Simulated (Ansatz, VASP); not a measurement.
# One calculation of Ca3F, two programs

```xyz
4
Lattice="5.2122 0.0000 0.0000 0.0000 5.2122 0.0000 0.0000 0.0000 5.2122" Properties=species:S:1:pos:R:3 pbc="T T T"
Ca    0.0000    2.6061    2.6061
Ca    2.6061    0.0000    2.6061
Ca    2.6061    2.6061    0.0000
F     0.0000    0.0000    0.0000
```

Alike in both runs: functional PBE; k mesh 4 × 4 × 4; occupations gaussian, width 0.1 eV; no spin polarisation.

Ansatz relaxed the structure, and its values are those at the end. VASP's run is a single point on that final structure, the one shown.

|  | VASP | Ansatz |
| --- | --- | --- |
| version | VASP 6.6.1 | Ansatz 0.2.0 |
| potentials or method | VASP PAW PBE potentials, release 64 (Ca_sv, F), cutoff 520 eV | scalar-relativistic, plane waves, PAW |
| valence electrons in the cell | 37 | 37 |

|  | VASP | Ansatz | Ansatz less VASP |
| --- | --- | --- | --- |
| gap on the k mesh at the Fermi level (eV) | none | none | - |
| pressure (GPa) | -0.3 | -0.3 | +0.04 |

A gap of «none» marks a metal or a gap that the smearing closes. The functional is the same, so the differences come from potentials, cutoffs and numerics.
